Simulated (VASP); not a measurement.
# TiSi12O24 (a cell with a defect) in VASP: a series of runs

TiSi12O24 (a cell with a defect) is run at these levels: PBE; tasks: single point.

Everything below comes from runs of VASP 6.6.1. Logs are shortened: lines on timing, memory, paths and dates and some standing lists are left out, and cuts for length are marked.

**1. The cell of the first run**

The cell holds a defect, 37 atoms: a = 7.302 Å, b = 7.302 Å, c = 9.823 Å, α = 70.35°, β = 70.35°, γ = 71.25°.

**2. Single point, PBE**

File INCAR:

```
SYSTEM = TiSi12O24
PREC = Accurate ; ENCUT = 520
EDIFF = 1E-6 ; ISMEAR = -1
SIGMA = 0.02 ; LREAL = Auto
LASPH = .True. ; NELM = 80
ALGO = Normal ; ISIF = 2
LWAVE = .False. ; LCHARG = .False.
GGA = PE ; NBANDS = 126
```

File KPOINTS:

```
Automatic mesh
0
Gamma
  2 2 1
  0 0 0
```

File POSCAR:

```
TiSi12O24
1.0
   -2.4557500000      4.2534840000      5.4038000000
    4.9115000000      0.0000000000      5.4038000000
    4.9115000000      8.5069680000      0.0000000000
Si O Ti
12 24 1
Direct
    0.8489877183      0.3180254947      0.0608468639
    0.6323882401      0.1885401807      0.8994529824
    0.2719713165      0.2106573893      0.1452610797
    0.8263847197      0.3310552300      0.5810551793
    0.6221036906      0.1753205294      0.4097345736
    0.2285563977      0.2488222988      0.6437307651
    0.3891304730      0.7838026482      0.3184946457
    0.1230201464      0.6806150733      0.1793602345
    0.7814907821      0.7407728102      0.3892216901
    0.3401133010      0.8169084245      0.8357490608
    0.1556676883      0.6852327892      0.6553497061
    0.7536940243      0.7573850312      0.8805101332
    0.0745014583      0.2059646951      0.0920900654
    0.1757585682      0.7728139178      0.9935338586
    0.2084443280      0.3948283690      0.2225172807
    0.4108225905      0.2849749964      0.9825323998
    0.3338376982      0.6989705108      0.2095836839
    0.4055443536      0.0174568677      0.2397644590
    0.0406123971      0.2026915742      0.6165288054
    0.2168592001      0.7754521364      0.4756265525
    0.1608678182      0.4477944195      0.7035196687
    0.3987133325      0.2876518179      0.4848130638
    0.3153350347      0.7187609718      0.7196637480
    0.3144020949      0.0589633147      0.7678814261
    0.6172923039      0.6676310833      0.3418852712
    0.6829551990      0.2826428987      0.2280972479
    0.6410510247      0.9386203177      0.4597015909
    0.9535892062      0.8554140878      0.2655788254
    0.7856792196      0.2424352554      0.4603884733
    0.8178149498      0.5679496973      0.5442877176
    0.5690856951      0.7173395982      0.8489226833
    0.6414873975      0.2777142754      0.7241643108
    0.6807286890      0.9468865077      0.9516944713
    0.9285711245      0.7988155293      0.7271491534
    0.7983452967      0.2565127661      0.9379285374
    0.8346735410      0.5608645989      0.0082146128
    0.9097945078      0.4236921128      0.2495771252
```

Potentials or basis: VASP PAW PBE potentials, release 64 (Si, O, Ti_sv).

Started as:

```console
$ cat potpaw_PBE.64/Si/POTCAR potpaw_PBE.64/O/POTCAR potpaw_PBE.64/Ti_sv/POTCAR > POTCAR
$ mpirun -np 1 vasp_std > vasp.out
```

OUTCAR:

```text
SYSTEM = TiSi12O24
   PREC = Accurate
   ENCUT = 520
   EDIFF = 1E-6
   ISMEAR = -1
   LREAL = Auto
   LASPH = .True.
   NELM = 80
   ISIF = 2
   GGA = PE

 ion  position               nearest neighbor table
   1  0.849  0.318  0.061-  35 1.60  36 1.65  13 1.67  26 1.68  37 2.44  12 3.08   2 3.09
   2  0.632  0.189  0.899-  16 1.60  32 1.61  33 1.62  35 1.64   3 2.92   4 2.94  12 3.04   1 3.09

   3  0.272  0.211  0.145-  16 1.60  18 1.63  15 1.63  13 1.70  37 2.66   2 2.92   7 3.01
   4  0.826  0.331  0.581-  32 1.63  19 1.63  30 1.63  29 1.67   9 2.93   2 2.94  37 2.98   6 3.03
[... 24 lines left out ...]
  23  0.315  0.719  0.720-  11 1.61  10 1.62
  24  0.314  0.059  0.768-   6 1.62  10 1.64
  25  0.617  0.668  0.342-   7 1.66   9 1.70  37 2.43
  26  0.683  0.283  0.228-   5 1.66   1 1.68  37 2.31
  27  0.641  0.939  0.460-   5 1.60   9 1.69
  28  0.954  0.855  0.266-   9 1.65   8 1.70
  29  0.786  0.242  0.460-   4 1.67   5 1.69  37 2.13
  30  0.818  0.568  0.544-   4 1.63   9 1.66
  31  0.569  0.717  0.849-  12 1.61  10 1.63
  32  0.641  0.278  0.724-   2 1.61   4 1.63
  33  0.681  0.947  0.952-  12 1.62   2 1.62
  34  0.929  0.799  0.727-  12 1.62  11 1.63
  35  0.798  0.257  0.938-   1 1.60   2 1.64
  36  0.835  0.561  0.008-   1 1.65  12 1.65  37 2.42
  37  0.910  0.424  0.250-  15 2.06  29 2.13  26 2.31  13 2.35  36 2.42  25 2.43   1 2.44   8 2.59
                             3 2.66   9 2.83   5 2.91   4 2.98

  LATTYP: Found a base centered monoclinic cell.
 ALAT       =    11.8712700231
 B/A-ratio  =     0.7166013105
 C/A-ratio  =     0.8274599414
 COS(beta)  =    -0.4137299707

  Lattice vectors:

 A1 = (   2.4557500000,  -4.2534840000,  -5.4038000000)
 A2 = (  -4.9115000000,   0.0000000000,  -5.4038000000)
 A3 = (   4.9115000000,   8.5069680000,   0.0000000000)

Analysis of symmetry for initial positions (statically):
=====================================================================
 Subroutine PRICEL returns:
 Original cell was already a primitive cell.

 Routine SETGRP: Setting up the symmetry group for a
 base centered monoclinic supercell.

 Subroutine GETGRP returns: Found  1 space group operations
 (whereof  1 operations were pure point group operations)
 out of a pool of  4 trial point group operations.

The static configuration has the point symmetry C_1 .

Analysis of symmetry for dynamics (positions and initial velocities):
=====================================================================
 Subroutine PRICEL returns:
 Original cell was already a primitive cell.

 Routine SETGRP: Setting up the symmetry group for a
 base centered monoclinic supercell.

 Subroutine GETGRP returns: Found  1 space group operations
 (whereof  1 operations were pure point group operations)
 out of a pool of  4 trial point group operations.

The dynamic configuration has the point symmetry C_1 .

 Subroutine INISYM returns: Found  1 space group operations
 (whereof  1 operations are pure point group operations),
 and found     1 'primitive' translations

----------------------------------------------------------------------------------------

                                     Primitive cell

  volume of cell :     451.5629

  direct lattice vectors                    reciprocal lattice vectors
    -2.455750000  4.253484000  5.403800000    -0.101801894  0.058775347  0.092527481
     4.911500000  0.000000000  5.403800000     0.101801894 -0.058775347  0.092527481
     4.911500000  8.506968000  0.000000000     0.050900947  0.088163021 -0.046263740

  length of vectors
     7.302320771  7.302320637  9.823000397     0.149597800  0.149597800  0.111821100

  position of ions in fractional coordinates (direct lattice)
     0.848987718  0.318025495  0.060846864
     0.632388240  0.188540181  0.899452982
     0.271971317  0.210657389  0.145261080
     0.826384720  0.331055230  0.581055179
     0.622103691  0.175320529  0.409734574
     0.228556398  0.248822299  0.643730765
[... 29 lines left out ...]
     0.834673541  0.560864599  0.008214613
     0.909794508  0.423692113  0.249577125

[... 59 lines left out ...]
     0.000000000  0.000000000  0.000000000

 -----------------------------------------------------------------------------
|                                                                             |
|           W    W    AA    RRRRR   N    N  II  N    N   GGGG   !!!           |
|           W    W   A  A   R    R  NN   N  II  NN   N  G    G  !!!           |
|           W    W  A    A  R    R  N N  N  II  N N  N  G       !!!           |
|           W WW W  AAAAAA  RRRRR   N  N N  II  N  N N  G  GGG   !            |
|           WW  WW  A    A  R   R   N   NN  II  N   NN  G    G                |
|           W    W  A    A  R    R  N    N  II  N    N   GGGG   !!!           |
|                                                                             |
|     Your reciprocal lattice and k-lattice belong to different lattice       |
|     classes:                                                                |
|                                                                             |
|        The reciprocal lattice is base-centered monoclinic,                  |
|        whereas your k-lattice is face-centered orthorhombic.                |
|                                                                             |
|     Results are often still useful ...                                      |
|                                                                             |
 -----------------------------------------------------------------------------

 Subroutine IBZKPT returns following result:
 ===========================================

 Found      4 irreducible k-points:

 Following reciprocal coordinates:
            Coordinates               Weight
  0.000000  0.000000  0.000000      1.000000
  0.500000  0.000000  0.000000      1.000000
  0.000000  0.500000  0.000000      1.000000
  0.500000  0.500000  0.000000      1.000000
   k-points           NKPTS =      4   k-points in BZ     NKDIM =      4   number of bands    NBANDS=    126
   number of dos      NEDOS =    301   number of ions     NIONS =     37
   total plane-waves  NPLWV = 233280
   dimension x,y,z NGX =    54 NGY =   54 NGZ =   80
   dimension x,y,z NGXF=   108 NGYF=  108 NGZF=  160
   ions per type =              12  24   1
   NGX,Y,Z   is equivalent  to a cutoff of  12.29, 12.29, 13.54 a.u.
   NGXF,Y,Z  is equivalent  to a cutoff of  24.59, 24.59, 27.08 a.u.
 SYSTEM =  TiSi12O24
   PREC   = accura    normal or accurate (medium, high low for compatibility)
   ISTART =      0    job   : 0-new  1-cont  2-samecut
   ICHARG =      2    charge: 1-file 2-atom 10-const
   ISPIN  =      1    spin polarized calculation?
   LNONCOLLINEAR =      F non collinear calculations
   LSORBIT =      F    spin-orbit coupling
   LASPH  =      T    aspherical Exc in radial PAW
   ENCUT  =  520.0 eV  38.22 Ry    6.18 a.u.  13.58 13.58 18.26*2*pi/ulx,y,z
   NELM   =     80;   NELMIN=  2; NELMDL= -5     # of ELM steps
   EDIFF  = 0.1E-05   stopping-criterion for ELM
   LREAL  =      T    real-space projection
   EDIFFG = 0.1E-04   stopping-criterion for IOM
   NSW    =      0    number of steps for IOM
[... 5 lines left out ...]
   TEBEG  =    0.0;   TEEND  =   0.0 temperature during run
   PSTRESS=    0.0 pullay stress
   NELECT =     204.0000    total number of electrons
   NUPDOWN=      -1.0000    fix difference up-down
   EMIN   =  10.00;   EMAX   =-10.00  energy-range for DOS
   EFERMI =   0.00;   METHOD = LEGACY
   ISMEAR =    -1;   SIGMA  =   0.02  broadening in eV -4-tet -1-fermi 0-gaus
   EFERMI_NEDOS =   21; number of points for ismear=-14 and -15
   IALGO  =     38    algorithm
   IMIX   =      4    mixing-type and parameters
     AMIX     =   0.40;   BMIX     =  1.00
     AMIX_MAG =   1.60;   BMIX_MAG =  1.00
  volume/ion in A,a.u.               =      12.20        82.36
  Fermi-wavevector in a.u.,A,eV,Ry     =   1.256162  2.373801 21.469201  1.577942
  Thomas-Fermi vector in A             =   2.389883
   LORBIT       =      0    0 simple, 1 ext, 2 COOP (PROOUT), +10 PAW based schemes
   GGA     = PE    functional components
   LHFCALC =     F    Hartree Fock is set to
   AEXX    =    0.0000 exact exchange contribution
   IVDW    =     0    specifies the selected vdW correction
   LEPSILON=     F    determine dielectric tensor
   LRPA    =     F    only Hartree local field effects (RPA)
 non-spin polarized calculation
  energy-cutoff  :      520.00
  volume of cell :      451.56
 maximum number of plane-waves:     12190
   NGX = 27   NGY = 27   NGZ = 37

 number of electron     204.0000006 magnetization

 Free energy of the ion-electron system (eV)
  ---------------------------------------------------
  ext. energy  EPLUGINS =         0.00000000
  ---------------------------------------------------
  free energy    TOTEN  =      -285.40947283 eV

  energy without entropy =     -285.40931736  energy(sigma->0) =     -285.40939509

 E-fermi :   6.5990     XC(G=0):  -9.5614

 val. band max:        6.4392893618   @ k =   0.0000   0.5000   0.0000
 cond. band min:       6.7430296105   @ k =   0.0000   0.0000   0.0000
 fundamental gap:      0.3037402488
 Fermi energy:         6.5989860862

 k-point     1 :       0.0000    0.0000    0.0000
  band No.  band energies     occupation
      1     -51.0172      2.00000
      2     -27.9632      2.00000
      3     -27.3955      2.00000
      4     -26.8840      2.00000
      5     -17.8447      2.00000
      6     -17.3359      2.00000
[... 457 lines left out ...]
    113      10.4684      0.00000
    114      10.5286      0.00000
 [bands above 114 left out]

------------------------ aborting loop because EDIFF is reached ----------------------------------------

  FORCE on cell =-STRESS in cart. coord.  units (eV):
  Direction    XX          YY          ZZ          XY          YZ          ZX
  --------------------------------------------------------------------------------------
  -------------------------------------------------------------------------------------
  Total       16.9231286      5.3140362      6.2154509      2.4273833     -4.5178386     -0.1524399
  in kB       60.0444714     18.8545809     22.0528645      8.6125296    -16.0296147     -0.5408679
  external PRESSURE =      33.6506389 kB  Pullay stress =       0.0000000 kB

 VOLUME and BASIS-vectors are now :
 -----------------------------------------------------------------------------
  energy-cutoff  :      520.00
  volume of cell :      451.56
      direct lattice vectors                 reciprocal lattice vectors
    -2.455750000  4.253484000  5.403800000    -0.101801894  0.058775347  0.092527481
     4.911500000  0.000000000  5.403800000     0.101801894 -0.058775347  0.092527481
     4.911500000  8.506968000  0.000000000     0.050900947  0.088163021 -0.046263740

 POSITION                                       TOTAL-FORCE (eV/Angst)
 -----------------------------------------------------------------------------------
     -0.22407      4.12878      6.30631        -0.017593      0.582527      0.091437
      3.79069     10.34147      4.43613        -0.227636      0.100286      0.297824
      1.08020      2.39256      2.60803        -0.339404     -0.647843      0.228555
      2.45044      8.45803      6.25457        -0.142726     -0.214273      0.216725
      1.34577      6.13171      4.30912        -0.125639      0.154176     -0.057668
      3.82250      6.44836      2.57966        -0.083755      0.006046      0.019784
[... 29 lines left out ...]
      0.74528      3.62015      7.54121        -0.059663      0.076317      0.103562
      1.07253      5.99294      7.20590         1.312344     -0.970960      0.529326
 -----------------------------------------------------------------------------------
    total drift:                               -0.021416      0.006765      0.002157

  FREE ENERGIE OF THE ION-ELECTRON SYSTEM (eV)
  ---------------------------------------------------
  free  energy   TOTEN  =      -285.4094728255 eV

  energy  without entropy=     -285.4093173558  energy(sigma->0) =     -285.40939509
```

Wall time 4.6 min (1 thread of Intel Xeon 6975P-C (Granite Rapids), shared host); peak memory 0.58 GiB.

Results:

```
Free energy            : -285.4095 eV
Pressure               : 3.4 GPa
Largest force          : 1.716 eV/Å
Band gap on the k mesh : 0.30 eV
```

Forces in eV/Å, atoms in the order of the input:
```
Si  -0.018  0.583  0.091
Si  -0.228  0.100  0.298
Si  -0.339 -0.648  0.229
Si  -0.143 -0.214  0.217
Si  -0.126  0.154 -0.058
Si  -0.084  0.006  0.020
Si  -0.198 -0.069 -0.245
Si   0.423 -0.208 -0.611
Si  -0.378  0.118  0.184
Si   0.043  0.053 -0.073
Si  -0.037  0.012  0.002
Si  -0.048 -0.025 -0.032
O    0.073  0.973  0.166
O    0.032  0.100 -0.039
O   -0.339 -0.058 -0.864
O   -0.331 -0.194  0.550
O   -0.163 -0.061 -0.487
O    0.374 -0.545 -0.692
O   -0.100 -0.083  0.074
O   -0.053  0.071 -0.044
O   -0.008  0.005 -0.031
O   -0.019  0.054  0.012
O    0.045  0.022 -0.065
O   -0.036  0.018 -0.010
O   -0.210 -0.173  0.142
O   -0.041  0.060 -0.119
O   -0.167 -0.080 -0.222
O    0.791  0.011  0.811
O   -0.087 -0.086  0.064
O    0.542  0.310 -0.057
O   -0.006  0.050 -0.042
O   -0.204  0.103  0.178
O   -0.023  0.049 -0.014
O   -0.042  0.012 -0.026
O   -0.151  0.475  0.059
O   -0.060  0.076  0.104
Ti   1.312 -0.971  0.529
```

Levels at points of the mesh, in eV from the valence-band top:
| k point | band 98 | band 99 | band 100 | band 101 | band 102 | band 103 | band 104 | band 105 | band 106 | band 107 |
| --- | --- | --- | --- | --- | --- | --- | --- | --- | --- | --- |
| (0.00, 0.00, 0.00) | -4.87 | -4.74 | -4.63 | -1.17 | 0.00 | 0.30 | 0.82 | 1.13 | 1.55 | 2.23 |
| (0.50, 0.00, 0.00) | -4.85 | -4.70 | -4.62 | -1.04 | -0.04 | 0.36 | 0.96 | 1.39 | 1.80 | 2.02 |
| (0.00, 0.50, 0.00) | -4.92 | -4.69 | -4.55 | -1.04 | 0.00 | 0.36 | 0.99 | 1.37 | 1.71 | 1.85 |
| (0.50, 0.50, 0.00) | -4.81 | -4.68 | -4.57 | -1.01 | -0.02 | 0.36 | 0.97 | 1.42 | 1.90 | 2.23 |

Caveat: the k points lie up to 0.70 Å⁻¹ apart; semilocal functionals underestimate gaps, and a narrow one can read as zero.

**3. Single point, PBE**

File INCAR:

```
SYSTEM = TiSi12O24
ALGO = Normal
EDIFF = 1E-6
ENCUT = 520
GGA = PE
ISIF = 2
ISMEAR = -1
LASPH = .TRUE.
LCHARG = .TRUE.
LELF = .TRUE.
LREAL = Auto
LVHAR = .TRUE.
LWAVE = .FALSE.
NBANDS = 126
NELM = 60
PREC = Accurate
SIGMA = 0.02
```

File KPOINTS:

```
k-points
0
G
  2 2 1
  0 0 0
```

File POSCAR:

```
TiSi12O24
1.0
   -2.4557500000      4.2534840000      5.4038000000
    4.9115000000      0.0000000000      5.4038000000
    4.9115000000      8.5069680000      0.0000000000
Si O Ti
12 24 1
Direct
    0.8405318249      0.3206495660      0.0514379896
    0.6152402945      0.1884509968      0.9053194101
    0.2654279109      0.2024824485      0.1718859913
    0.8204464841      0.3210385820      0.5905038090
    0.6180322324      0.1806662761      0.4081965264
    0.2257841590      0.2484793222      0.6451133579
    0.3938198416      0.7935148118      0.3194956893
    0.1553452299      0.6755963297      0.1703566476
    0.7653194193      0.7458103412      0.3958940594
    0.3411115680      0.8173062121      0.8331819755
    0.1546725140      0.6861876214      0.6536999947
    0.7527392065      0.7565633213      0.8810008253
    0.0587330437      0.2152693250      0.0730087310
    0.1747411162      0.7740669448      0.9911012311
    0.2258546982      0.4295505722      0.2162807777
    0.3974944670      0.2759991856      0.9966584622
    0.3431238308      0.7204771537      0.2023904728
    0.4396349402      0.0162464765      0.2429622183
    0.0366197593      0.1975870952      0.6221767191
    0.2148368946      0.7764316571      0.4738095531
    0.1591368230      0.4487522550      0.7022261127
    0.3934149023      0.2870097989      0.4840429643
    0.3157634210      0.7191325781      0.7174676502
    0.3165328699      0.0586159143      0.7663875663
    0.6127274291      0.6627087455      0.3525469573
    0.6859146750      0.2837020762      0.2275936508
    0.6459080833      0.9407860948      0.4635278165
    0.9547573988      0.8144263238      0.2644073283
    0.7823335660      0.2401023124      0.4645894629
    0.8342147050      0.5546629366      0.5297731342
    0.5693982963      0.7172749706      0.8459059041
    0.6289010324      0.2812699584      0.7276168808
    0.6791086659      0.9471743201      0.9497981132
    0.9275804540      0.7982918951      0.7265641977
    0.7840906550      0.2635943074      0.9310080800
    0.8280239977      0.5619721161      0.0093710443
    0.9430779799      0.3654854384      0.2557043710
```

Potentials or basis: VASP PAW PBE potentials, release 64 (Si, O, Ti_sv).

Started as:

```console
$ cat potpaw_PBE.64/Si/POTCAR potpaw_PBE.64/O/POTCAR potpaw_PBE.64/Ti_sv/POTCAR > POTCAR
$ mpirun -np 1 vasp_std > vasp.out
```

Wall time 5.3 min (1 thread of Intel Xeon 6975P-C (Granite Rapids), shared host); peak memory 0.57 GiB.

The run converged. Its results:

* Free energy: -284.6185 eV
* Pressure: 5.4 GPa
* Largest force: 0.274 eV/Å
* Band gap on the k mesh: zero (filled and empty bands touch)

Forces in eV/Å, atoms in the order of the input:
```
Si   0.053 -0.116 -0.145
Si   0.010 -0.064 -0.085
Si   0.092  0.023  0.058
Si  -0.107 -0.022 -0.026
Si  -0.007  0.034  0.091
Si  -0.056  0.007 -0.029
Si   0.065  0.024  0.066
Si   0.031  0.040  0.257
Si   0.021  0.099 -0.013
Si   0.015 -0.013 -0.028
Si  -0.025  0.005 -0.047
Si   0.021 -0.014 -0.039
O    0.018  0.113  0.050
O   -0.026  0.006 -0.087
O    0.154 -0.031  0.113
O    0.049  0.090 -0.032
O    0.037 -0.013  0.250
O    0.220  0.074  0.036
O   -0.049  0.022  0.026
O   -0.036 -0.003 -0.058
O   -0.023 -0.059 -0.002
O   -0.047  0.032 -0.044
O    0.036 -0.045 -0.066
O   -0.049  0.005  0.003
O   -0.043 -0.045  0.020
O   -0.047  0.018 -0.037
O   -0.088  0.059  0.023
O   -0.140  0.036 -0.094
O   -0.012 -0.033  0.039
O   -0.055 -0.016  0.016
O   -0.025  0.011 -0.059
O   -0.024 -0.035 -0.004
O   -0.063 -0.011 -0.071
O   -0.045  0.018 -0.063
O   -0.036  0.057  0.002
O    0.070 -0.009 -0.081
Ti   0.112 -0.243  0.056
```

Stress tensor (GPa, compression positive):
```
 5.28 -0.12  0.42
-0.12  6.45  1.35
 0.42  1.35  4.46
```

Levels at points of the mesh, in eV from the Fermi level:
| k point | band 100 | band 101 | band 102 | band 103 | band 104 | band 105 |
| --- | --- | --- | --- | --- | --- | --- |
| (0.00, 0.00, 0.00) | -4.53 | -1.40 | -0.21 | 0.01 | 0.79 | 1.03 |
| (0.50, 0.00, 0.00) | -4.52 | -1.29 | -0.08 | 0.02 | 0.84 | 1.35 |
| (0.00, 0.50, 0.00) | -4.51 | -1.26 | 0.00 | 0.03 | 0.83 | 1.32 |
| (0.50, 0.50, 0.00) | -4.54 | -1.27 | 0.01 | 0.03 | 0.83 | 1.37 |

Caveat: the k points lie up to 0.70 Å⁻¹ apart; semilocal functionals often make such compounds metallic where correlation or magnetic order opens a gap, which also shifts bond lengths.

(Part 1 of 2 ends here.)
